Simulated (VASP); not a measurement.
C: single point with PBEsol

The system is C.

```
C
1.0
     1.20540    0.69594   11.15000
    -1.20540    0.69594   11.15000
     0.00000   -1.39188   11.15000
C
4
Cartesian
  0.0000 0.0000 1.6725
  0.0000 0.0000 31.7775
  0.0000 0.0000 9.4663
  0.0000 0.0000 23.9837
```

This cell differs from its parent crystal: equal xx and yy strain of -2 %.

```json
{
  "Program": "VASP 6.6.1",
  "Task": "single point",
  "Functional": "PBEsol",
  "Potentials or basis": "VASP PAW PBE potentials, release 64 (C)",
  "Cutoff": "520 eV",
  "k mesh": "15 × 15 × 15",
  "Occupations": "fermi-dirac, width 0.08 eV",
  "Spin": "no spin polarisation",
  "Dipole correction": "no",
  "Further INCAR settings": "ALGO = Normal; EDIFF = 1e-07; NBANDS = 16"
}
```

The pressure is 11.4 GPa, the largest force is 0.193 eV/Å and the band gap on the k mesh is zero (filled and empty bands touch).

Forces on the atoms (eV/Å):
```
C    0.000  0.000  0.193
C    0.000  0.000 -0.193
C    0.000  0.000  0.156
C    0.000  0.000 -0.156
```

Stress tensor (GPa, compression positive):
```
16.97  0.00  0.00
 0.00 16.97  0.00
 0.00  0.00  0.28
```

Levels at points of the mesh, in eV from the Fermi level:
```csv
k point,band 4,band 5,band 6,band 7,band 8,band 9,band 10,band 11,band 12,band 13
"(0.00, 0.00, 0.00)",-7.61,-2.95,-2.95,-2.95,-2.95,3.00,4.91,5.89,8.75,8.75
```

Wall time 83 min on 1 thread of Intel(R) Xeon(R) 6975P-C (Granite Rapids), with other jobs on the host, peak memory 1.1 GiB.

Caveat: the cell differs from its parent crystal (equal xx and yy strain of -2 %); the stress differs along the axes, from 0 to 17 GPa; this functional lacks dispersion, which binds layers or chains, so the pressure and a relaxed spacing across them are unreliable; the PAW data sets were made with another functional, which shifts forces and pressure a little.
